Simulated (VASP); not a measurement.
Input of a VASP 6.6.1 run:

The input INCAR:

```
SYSTEM = AlN
PREC = Accurate
ENCUT = 520
EDIFF = 1E-6
ISMEAR = 0
SIGMA = 0.01
LREAL = .FALSE.
LASPH = .TRUE.
NELM = 100
ALGO = Normal
ISIF = 2
LWAVE = .FALSE.
LCHARG = .FALSE.
NBANDS = 16
```

File KPOINTS:

```
Automatic mesh
0
G
  8 8 4
  0 0 0
```

File POSCAR:

```
AlN
1.0
    3.1505454529      0.0000000000      0.0000000000
   -1.5752727264      2.7284523980      0.0000000000
    0.0000000000      0.0000000000      4.8788102825
Al N
2 2
Direct
    0.3333333333      0.6666666667     -0.0040885541
    0.6666666667      0.3333333333      0.4959114459
    0.3333333333      0.6666666667      0.3840885541
    0.6666666667      0.3333333333      0.8840885541
```

Potentials or basis: VASP PAW LDA potentials, release 64 (Al, N).

Launch:

```sh
$ cat potpaw_LDA.64/Al/POTCAR potpaw_LDA.64/N/POTCAR > POTCAR
$ mpirun -np 1 vasp_std > vasp.out
```

Predict the largest force.

0.007 eV/Å.

What does it give for the pressure?

-5.3 GPa.

What does it give for the band gap on the k mesh?

4.00 eV.

Stress tensor (GPa, compression positive):
```
-8.18  0.00  0.00
 0.00 -8.18  0.00
 0.00  0.00  0.60
```

Caveat: the cell differs from its parent crystal (in-plane strain +0.02, then relaxed in part); the cell stands under tension.
